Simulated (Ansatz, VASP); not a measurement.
Two plane-wave programs on SiC

```
CELL_PARAMETERS angstrom
3.07756 0.00000 0.00000
-1.53878 2.66524 0.00000
0.00000 0.00000 10.07672
ATOMIC_POSITIONS crystal
Si 0.00000 0.00000 0.99986
Si 0.33333 0.66667 0.24991
Si 0.00000 0.00000 0.49986
Si 0.66667 0.33333 0.74991
C 0.00000 0.00000 0.18728
C 0.33333 0.66667 0.43795
C 0.00000 0.00000 0.68728
C 0.66667 0.33333 0.93795
```

Alike in both runs: task single point; functional r2SCAN; k mesh 12 × 12 × 4; no spin polarisation.

|  | VASP | Ansatz |
| --- | --- | --- |
| version | VASP 6.6.1 | Ansatz 0.2.0 |
| potentials or method | VASP PAW PBE potentials, release 64 (Si, C) | plane waves, PAW |
| plane-wave cutoff (eV) | 520 | 500 |
| occupations | gaussian, width 0.01 eV | fixed |
| valence electrons in the cell | 32 | 32 |

VASP gave:

| Quantity | Value |
| --- | --- |
| gap on the k mesh at the Fermi level (eV) | 2.61 |
| pressure (GPa) | -0.2 |

Problem. Estimate Ansatz's values.

Solution. gap on the k mesh at the Fermi level (eV): 2.60; pressure (GPa): 0.0.

VASP's potentials were made for PBE, not for r2SCAN.
